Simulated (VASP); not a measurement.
# Cd (Cmce) in VASP: single point with PBEsol

Aim: the single point of Cd with PBEsol.

All numbers are computed with VASP 6.6.1; they aren't measurements. Logs are shortened: lines on timing, memory, paths and dates and some standing lists are left out, and cuts for length are marked.

### Step 1. The cell of the first run

Symmetry: Cmce, No. 64, orthorhombic system. Conventional cell: a = 4.752 Å, b = 8.054 Å, c = 4.758 Å, α = 90.00°, β = 90.00°, γ = 90.00°. Within 3.4 Å of Cd (site symmetry m) lie 7 Cd at 2.57 to 2.94 Å.

### Step 2. Single point, PBEsol

INCAR reads:

```
SYSTEM = Cd
ALGO = Normal
EDIFF = 1E-6
ENCUT = 520
GGA = PS
ISIF = 2
ISMEAR = 0
LASPH = .TRUE.
LCHARG = .FALSE.
LREAL = .FALSE.
LWAVE = .FALSE.
NBANDS = 32
NELM = 80
PREC = Accurate
SIGMA = 0.1
```

KPOINTS reads:

```
k-points
0
G
  4 4 4
  0 0 0
```

POSCAR reads:

```
Cd
1.0
    2.3759859175     -4.0268555085      0.0000000000
    2.3759859175      4.0268555085      0.0000000000
    0.0000000000      0.0000000000      4.7582927676
Cd
4
Direct
    0.1525000000      0.8475000000      0.0785000000
    0.6525000000      0.3475000000      0.4215000000
    0.8475000000      0.1525000000      0.9215000000
    0.3475000000      0.6525000000      0.5785000000
```

Potentials or basis: VASP PAW PBE potentials, release 64 (Cd).

The run is started by

```
> cat potpaw_PBE.64/Cd/POTCAR > POTCAR
> mpirun -np 1 vasp_std > vasp.out
```

OUTCAR:

```text
SYSTEM = Cd
   EDIFF = 1E-6
   ENCUT = 520
   GGA = PS
   ISIF = 2
   ISMEAR = 0
   LASPH = .TRUE.
   LREAL = .FALSE.
   NELM = 80
   PREC = Accurate

 ion  position               nearest neighbor table
   1  0.153  0.847  0.078-   3 2.57   4 2.85   4 2.85   2 2.88   2 2.88   3 2.94   3 2.94
   2  0.653  0.347  0.422-   4 2.57   3 2.85   3 2.85   1 2.88   1 2.88   4 2.94   4 2.94
   3  0.847  0.153  0.922-   1 2.57   2 2.85   2 2.85   4 2.88   4 2.88   1 2.94   1 2.94
   4  0.347  0.653  0.578-   2 2.57   1 2.85   1 2.85   3 2.88   3 2.88   2 2.94   2 2.94

  LATTYP: Found a base centered orthorhombic cell.
 ALAT       =     4.7519718350
 B/A-ratio  =     1.6948145521
 C/A-ratio  =     1.0013301705

  Lattice vectors:

 A1 = (   2.3759859175,  -4.0268555085,   0.0000000000)
 A2 = (   2.3759859175,   4.0268555085,   0.0000000000)
 A3 = (   0.0000000000,   0.0000000000,   4.7582927676)

Analysis of symmetry for initial positions (statically):
=====================================================================
 Subroutine PRICEL returns:
 Original cell was already a primitive cell.

 Routine SETGRP: Setting up the symmetry group for a
 base centered orthorhombic supercell.

 Subroutine GETGRP returns: Found  8 space group operations
 (whereof  4 operations were pure point group operations)
 out of a pool of  8 trial point group operations.

The static configuration has the point symmetry C_2h.
 The point group associated with its full space group is D_2h.

Analysis of symmetry for dynamics (positions and initial velocities):
=====================================================================
 Subroutine PRICEL returns:
 Original cell was already a primitive cell.

 Routine SETGRP: Setting up the symmetry group for a
 base centered orthorhombic supercell.

 Subroutine GETGRP returns: Found  8 space group operations
 (whereof  4 operations were pure point group operations)
 out of a pool of  8 trial point group operations.

The dynamic configuration has the point symmetry C_2h.
 The point group associated with its full space group is D_2h.

 Subroutine INISYM returns: Found  8 space group operations
 (whereof  4 operations are pure point group operations),
 and found     1 'primitive' translations

----------------------------------------------------------------------------------------

                                     Primitive cell

  volume of cell :      91.0523

  direct lattice vectors                    reciprocal lattice vectors
     2.375985917 -4.026855508  0.000000000     0.210438958 -0.124166362  0.000000000
     2.375985917  4.026855508  0.000000000     0.210438958  0.124166362  0.000000000
     0.000000000  0.000000000  4.758292768     0.000000000  0.000000000  0.210159410

  length of vectors
     4.675561396  4.675561396  4.758292768     0.244339601  0.244339601  0.210159410

  position of ions in fractional coordinates (direct lattice)
     0.152500000  0.847500000  0.078500000
     0.652500000  0.347500000  0.421500000
     0.847500000  0.152500000  0.921500000
     0.347500000  0.652500000  0.578500000

  ion indices of the primitive-cell ions
   primitive index   ion index
                 1           1
                 2           2
                 3           3
                 4           4

----------------------------------------------------------------------------------------

 KPOINTS: k-points

Automatic generation of k-mesh.
 Grid dimensions read from file:
 generate k-points for:    4    4    4

 Generating k-lattice:

  Cartesian coordinates                     Fractional coordinates (reciprocal lattice)
     0.052609739 -0.031041591  0.000000000     0.250000000 -0.000000000  0.000000000
     0.052609739  0.031041591  0.000000000    -0.000000000  0.250000000  0.000000000
     0.000000000  0.000000000  0.052539852     0.000000000  0.000000000  0.250000000

  Length of vectors
     0.061084900  0.061084900  0.052539852

  Shift w.r.t. Gamma in fractional coordinates (k-lattice)
     0.000000000  0.000000000  0.000000000

 Subroutine IBZKPT returns following result:
 ===========================================

 Found     21 irreducible k-points:

 Following reciprocal coordinates:
            Coordinates               Weight
  0.000000  0.000000  0.000000      1.000000
  0.250000 -0.000000  0.000000      4.000000
  0.500000 -0.000000  0.000000      2.000000
  0.250000  0.250000  0.000000      2.000000
  0.500000  0.250000  0.000000      4.000000
 -0.250000  0.250000  0.000000      2.000000
[... 13 lines left out ...]
 -0.250000  0.250000  0.500000      2.000000
  0.500000  0.500000  0.500000      1.000000
   k-points           NKPTS =     21   k-points in BZ     NKDIM =     21   number of bands    NBANDS=     32
   number of dos      NEDOS =    301   number of ions     NIONS =      4
   total plane-waves  NPLWV =  46656
   dimension x,y,z NGX =    36 NGY =   36 NGZ =   36
   dimension x,y,z NGXF=    72 NGYF=   72 NGZF=   72
   ions per type =               4
   NGX,Y,Z   is equivalent  to a cutoff of  12.80, 12.80, 12.58 a.u.
   NGXF,Y,Z  is equivalent  to a cutoff of  25.60, 25.60, 25.16 a.u.
 SYSTEM =  Cd
   PREC   = accura    normal or accurate (medium, high low for compatibility)
   ISTART =      0    job   : 0-new  1-cont  2-samecut
   ICHARG =      2    charge: 1-file 2-atom 10-const
   ISPIN  =      1    spin polarized calculation?
   LNONCOLLINEAR =      F non collinear calculations
   LSORBIT =      F    spin-orbit coupling
   LASPH  =      T    aspherical Exc in radial PAW
   ENCUT  =  520.0 eV  38.22 Ry    6.18 a.u.   8.69  8.69  8.85*2*pi/ulx,y,z
   NELM   =     80;   NELMIN=  2; NELMDL= -5     # of ELM steps
   EDIFF  = 0.1E-05   stopping-criterion for ELM
   LREAL  =      F    real-space projection
[... 7 lines left out ...]
   TEBEG  =    0.0;   TEEND  =   0.0 temperature during run
   PSTRESS=    0.0 pullay stress
   NELECT =      48.0000    total number of electrons
   NUPDOWN=      -1.0000    fix difference up-down
   EMIN   =  10.00;   EMAX   =-10.00  energy-range for DOS
   EFERMI =   0.00;   METHOD = LEGACY
   ISMEAR =     0;   SIGMA  =   0.10  broadening in eV -4-tet -1-fermi 0-gaus
   EFERMI_NEDOS =   21; number of points for ismear=-14 and -15
   IALGO  =     38    algorithm
   IMIX   =      4    mixing-type and parameters
     AMIX     =   0.40;   BMIX     =  1.00
     AMIX_MAG =   1.60;   BMIX_MAG =  1.00
  volume/ion in A,a.u.               =      22.76       153.61
  Fermi-wavevector in a.u.,A,eV,Ry     =   1.322487  2.499139 23.796223  1.748973
  Thomas-Fermi vector in A             =   2.452165
   LORBIT       =      0    0 simple, 1 ext, 2 COOP (PROOUT), +10 PAW based schemes
   GGA     = PS    functional components
   LHFCALC =     F    Hartree Fock is set to
   AEXX    =    0.0000 exact exchange contribution
   IVDW    =     0    specifies the selected vdW correction
   LEPSILON=     F    determine dielectric tensor
   LRPA    =     F    only Hartree local field effects (RPA)
 non-spin polarized calculation
 Gauss-broadening in eV      SIGMA  =   0.10
  energy-cutoff  :      520.00
  volume of cell :       91.05
 maximum number of plane-waves:      2467
 NGX is ok and might be reduce to    36
   NGX = 17   NGY = 17   NGZ = 17

 number of electron      47.9999987 magnetization

 Free energy of the ion-electron system (eV)
  ---------------------------------------------------
  ext. energy  EPLUGINS =         0.00000000
  ---------------------------------------------------
  free energy    TOTEN  =        -3.76959065 eV

  energy without entropy =       -3.76129767  energy(sigma->0) =       -3.76544416

 E-fermi :   2.4088     XC(G=0): -10.7929

 val. band max:        2.3583001577   @ k =  -0.2500   0.2500   0.2500
 cond. band min:       2.4578854218   @ k =   0.5000  -0.0000   0.2500
 fundamental gap:      0.0995852641
 Fermi energy:         2.4088304196

 k-point     1 :       0.0000    0.0000    0.0000
  band No.  band energies     occupation
      1      -7.6026      2.00000
      2      -7.5342      2.00000
      3      -7.5235      2.00000
      4      -7.4098      2.00000
      5      -7.2272      2.00000
      6      -7.1698      2.00000
[... 24 lines left out ...]
     31      10.3871      0.00000
     32      11.1282      0.00000

 k-point     2 :       0.2500   -0.0000    0.0000
  band No.  band energies     occupation
      1      -7.5996      2.00000
      2      -7.5233      2.00000
      3      -7.4829      2.00000
      4      -7.4817      2.00000
      5      -7.2413      2.00000
      6      -7.0980      2.00000
[... 24 lines left out ...]
     31       9.8244      0.00000
     32       9.9440      0.00000

 k-point     3 :       0.5000   -0.0000    0.0000
  band No.  band energies     occupation
      1      -7.5711      2.00000
      2      -7.5711      2.00000
      3      -7.3658      2.00000
      4      -7.3658      2.00000
      5      -7.3372      2.00000
      6      -7.3372      2.00000
[... 24 lines left out ...]
     31      10.2829      0.00000
     32      10.2829      0.00000

 k-point     4 :       0.2500    0.2500    0.0000
  band No.  band energies     occupation
      1      -7.7342      2.00000
      2      -7.5140      2.00000
      3      -7.4675      2.00000
      4      -7.3537      2.00000
      5      -7.3425      2.00000
      6      -7.1113      2.00000
[... 24 lines left out ...]
     31       8.0697      0.00000
     32      11.3216      0.00000

 k-point     5 :       0.5000    0.2500    0.0000
  band No.  band energies     occupation
      1      -7.7715      2.00000
      2      -7.5799      2.00000
      3      -7.5010      2.00000
      4      -7.4144      2.00000
      5      -7.2822      2.00000
      6      -7.2614      2.00000
[... 479 lines left out ...]
     31      11.9498      0.00000
     32      11.9498      0.00000

 k-point    19 :       0.5000    0.2500    0.5000
  band No.  band energies     occupation
      1      -7.6439      2.00000
      2      -7.6439      2.00000
      3      -7.4205      2.00000
      4      -7.4205      2.00000
      5      -7.3442      2.00000
      6      -7.3442      2.00000
[... 24 lines left out ...]
     31      12.0717      0.00000
     32      12.0717      0.00000

 k-point    20 :      -0.2500    0.2500    0.5000
  band No.  band energies     occupation
      1      -7.5915      2.00000
      2      -7.5915      2.00000
      3      -7.4197      2.00000
      4      -7.4197      2.00000
      5      -7.3358      2.00000
      6      -7.3358      2.00000
[... 24 lines left out ...]
     31      10.1029      0.00000
     32      10.1029      0.00000

 k-point    21 :       0.5000    0.5000    0.5000
  band No.  band energies     occupation
      1      -7.6408      2.00000
      2      -7.6408      2.00000
      3      -7.4551      2.00000
      4      -7.4551      2.00000
      5      -7.3471      2.00000
      6      -7.3471      2.00000
[... 24 lines left out ...]
     31      12.9313      0.00000
     32      12.9336      0.00000

------------------------ aborting loop because EDIFF is reached ----------------------------------------

  FORCE on cell =-STRESS in cart. coord.  units (eV):
  Direction    XX          YY          ZZ          XY          YZ          ZX
  --------------------------------------------------------------------------------------
  -------------------------------------------------------------------------------------
  Total        2.2854050      6.5760844      3.7782778      0.0000000     -0.0000000      0.0000000
  in kB       40.2145012    115.7142641     66.4834285      0.0000000     -0.0000000      0.0000000
  external PRESSURE =      74.1373979 kB  Pullay stress =       0.0000000 kB

 VOLUME and BASIS-vectors are now :
 -----------------------------------------------------------------------------
  energy-cutoff  :      520.00
  volume of cell :       91.05
      direct lattice vectors                 reciprocal lattice vectors
     2.375985917 -4.026855508  0.000000000     0.210438958 -0.124166362  0.000000000
     2.375985917  4.026855508  0.000000000     0.210438958  0.124166362  0.000000000
     0.000000000  0.000000000  4.758292768     0.000000000  0.000000000  0.210159410

 POSITION                                       TOTAL-FORCE (eV/Angst)
 -----------------------------------------------------------------------------------
      2.37599      2.79866      0.37353         0.000000     -0.790451      0.216741
      2.37599     -1.22819      2.00562         0.000000     -0.790451     -0.216741
      2.37599     -2.79866      4.38477         0.000000      0.790451     -0.216741
      2.37599      1.22819      2.75267         0.000000      0.790451      0.216741
 -----------------------------------------------------------------------------------
    total drift:                                0.000000      0.000000     -0.000000

  FREE ENERGIE OF THE ION-ELECTRON SYSTEM (eV)
  ---------------------------------------------------
  free  energy   TOTEN  =        -3.7695906544 eV

  energy  without entropy=       -3.7612976697  energy(sigma->0) =       -3.76544416
```

It took 35 s on 1 thread of AMD EPYC 9R14 (Zen 4), shared host; peak memory 0.19 GiB.

What came out:

```
Free energy            : -3.7696 eV
Pressure               : 7.4 GPa
Largest force          : 0.820 eV/Å
Band gap on the k mesh : zero (bands 24 and 25 overlap by 3.62 eV)
```

Forces in eV/Å, atoms in the order of the input:
```
Cd   0.000 -0.790  0.217
Cd   0.000 -0.790 -0.217
Cd   0.000  0.790 -0.217
Cd   0.000  0.790  0.217
```

Stress tensor (GPa, compression positive):
```
 4.02  0.00  0.00
 0.00 11.57  0.00
 0.00  0.00  6.65
```

Levels at points of the mesh, in eV from the Fermi level:
```tsv
k point	band 20	band 21	band 22	band 23	band 24	band 25	band 26	band 27	band 28	band 29
(0.00, 0.00, 0.00)	-8.22	-8.08	-1.33	-1.07	0.74	1.22	1.89	3.10	3.14	3.91
(0.50, 0.00, 0.00)	-8.25	-5.99	-5.99	-0.67	-0.67	0.83	0.83	3.37	3.37	6.67
(0.50, 0.50, 0.00)	-8.23	-6.31	-5.26	-1.53	-0.57	0.98	1.46	3.10	3.29	5.80
(0.00, 0.00, 0.50)	-8.33	-6.67	-6.67	2.34	2.34	2.61	2.61	3.39	3.39	4.76
(0.50, 0.00, 0.50)	-8.21	-4.12	-4.12	-3.90	-3.90	0.38	0.38	3.19	3.19	9.62
(0.50, 0.50, 0.50)	-8.29	-4.46	-4.46	-3.20	-3.20	0.99	0.99	1.75	1.75	9.04
```

Caveat: the k points lie up to 0.38 Å⁻¹ apart, too coarse for converged energies and pressures of a metal; the PAW data sets were made with another functional, which shifts forces and pressure a little.
